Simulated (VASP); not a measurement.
Write the native input for VASP 6.6.1 that does the following.

```yaml
Task: single point
Functional: PBEsol
Potentials_or_basis: VASP PAW PBE potentials, release 64 (Mg, I)
Cutoff: 520 eV
k_mesh: 6 × 6 × 4
Occupations: gaussian, width 0.1 eV
Spin: no spin polarisation
Dipole_correction: no
Further_INCAR_settings: ALGO = Normal; EDIFF = 1e-06; NBANDS = 15
```

The structure of MgI2 lies in POSCAR:

```
MgI2
1.0
    4.1537001214      0.0000000000      0.0000000000
   -2.0768500607      3.5972098248      0.0000000000
    0.0000000000      0.0000000000      6.8620000000
Mg I
1 2
Direct
    0.0000000000      0.0000000000      0.0000000000
    0.3333333333      0.6666666667      0.7576300000
    0.6666666667      0.3333333333      0.2423700000
```

One way to write it, as run:

INCAR

```
PREC     = Accurate       # precision mode
ENCUT    = 520            # plane-wave cutoff, eV
EDIFF    = 1E-6           # SCF threshold, eV
ISMEAR   = 0              # smearing method
SIGMA    = 0.1            # smearing width, eV
LREAL    = F              # projectors in reciprocal space
LASPH    = T              # aspherical terms in the spheres
NELM     = 60             # most SCF steps
ALGO     = Normal         # electronic algorithm
ISIF     = 2              # what is computed and relaxed
LWAVE    = F              # write WAVECAR
LCHARG   = F              # write CHGCAR
GGA      = PS             # functional
NBANDS   = 15             # bands
```

KPOINTS

```
Automatic mesh
0
Gamma
  6 6 4
```

Potentials or basis: VASP PAW PBE potentials, release 64 (Mg, I).

Command:

```bash
$ cat potpaw_PBE.64/Mg/POTCAR potpaw_PBE.64/I/POTCAR > POTCAR
$ mpirun -np 1 vasp_std > vasp.out
```

It gave:

```
Pressure               : -0.2 GPa
Largest force          : 0.039 eV/Å
Band gap on the k mesh : 3.45 eV, indirect (least direct gap 3.57 eV)
```

Caveat: the PAW data sets were made with another functional, which shifts forces and pressure a little; spin-orbit coupling is left out, which moves the levels of the heavy elements; this functional lacks dispersion, which binds the layers, so the pressure and a relaxed spacing across them are unreliable.

Run time: 14 s on 1 thread of Intel(R) Xeon(R) 6975P-C (Granite Rapids) (shared host), peak memory 0.23 GiB.
